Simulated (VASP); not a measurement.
Write the native input for VASP 6.6.1 that does the following.

- Task: single point
- Functional: PBE
- Dispersion: D3(BJ)
- Potentials or basis: VASP PAW PBE potentials, release 64 (Hg)
- Cutoff: 520 eV
- k mesh: 12 × 12 × 12
- Occupations: gaussian, width 0.15 eV
- Spin: no spin polarisation
- Dipole correction: no
- Further INCAR settings: ALGO = Normal; EDIFF = 1e-07; NBANDS = 12

The structure of Hg lies in POSCAR:

```
Hg
1.0
    0.0000000000      2.3168736594      2.3168736594
    2.3168736594      0.0000000000      2.3168736594
    2.3168736594      2.3168736594      0.0000000000
Hg
1
Direct
    0.0000000000      0.0000000000      0.0000000000
```

The input as run:

INCAR

```
SYSTEM = Hg
PREC = Accurate
ENCUT = 520
EDIFF = 1E-7
ISMEAR = 0
SIGMA = 0.15
LREAL = .FALSE.
LASPH = .TRUE.
NELM = 60
ALGO = Normal
ISIF = 2
LWAVE = .FALSE.
LCHARG = .FALSE.
GGA = PE
IVDW = 12
NBANDS = 12
```

KPOINTS

```
Automatic mesh
0
G
  12 12 12
  0 0 0
```

Potentials or basis: VASP PAW PBE potentials, release 64 (Hg).

Command:

```console
$ cat potpaw_PBE.64/Hg/POTCAR > POTCAR
$ mpirun -np 1 vasp_std > vasp.out
```

Results of the run:

```
Pressure                   : 0.3 GPa
Band gap on the k mesh     : zero (bands 6 and 7 overlap by 1.60 eV)
Dispersion energy per atom : -0.421 eV
```

Caveat: spin-orbit coupling is left out, which moves the levels of the heavy elements.

Wall time 18 s on 1 thread of Intel Xeon 8259CL (shared host), peak memory 0.16 GiB.
